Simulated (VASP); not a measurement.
Crystal: CdSe (zincblende type).

```
Cd Se
1.0
     0.00000    3.10531    3.10531
     3.10531    0.00000    3.10531
     3.10531    3.10531    0.00000
Cd Se
1 1
Direct
  0.00000 0.00000 0.00000
  0.25000 0.25000 0.25000
```

| Property | Result |
| --- | --- |
| Program | VASP 6.6.1 |
| Task | relaxation of cell and atoms |
| Functional | LDA |
| Potentials or basis | VASP PAW LDA potentials, release 64 (Cd, Se) |
| Cutoff | 600 eV |
| k mesh | 11 × 11 × 11 |
| Occupations | fermi-dirac, width 0.05 eV |
| Spin | no spin polarisation |

At the start: pressure -4.3 GPa; volume 29.94 Å³/atom.

Question: Where does the relaxation end?

Answer: Over 3 steps the energy falls by 38.5 meV/atom and the volume is 27.31 Å³/atom (-8.8 %); space group F-43m (No. 216, to 0.05 Å).

Step by step:
| step | energy change (eV) | largest force (eV/Å) | pressure (GPa) | volume (Å³) |
| --- | --- | --- | --- | --- |
| 1 | 0.0000 | 0.0000 | -4.29 | 59.89 |
| 2 | -0.0701 | 0.0000 | 1.63 | 53.21 |
| 3 | -0.0771 | 0.0000 | -0.02 | 54.62 |

Final structure:
```xyz
2
Lattice="0.0000 3.0113 3.0113 3.0113 0.0000 3.0113 3.0113 3.0113 0.0000" Properties=species:S:1:pos:R:3 pbc="T T T"
Cd    0.0000    0.0000    0.0000
Se    1.5057    1.5057    1.5057
```
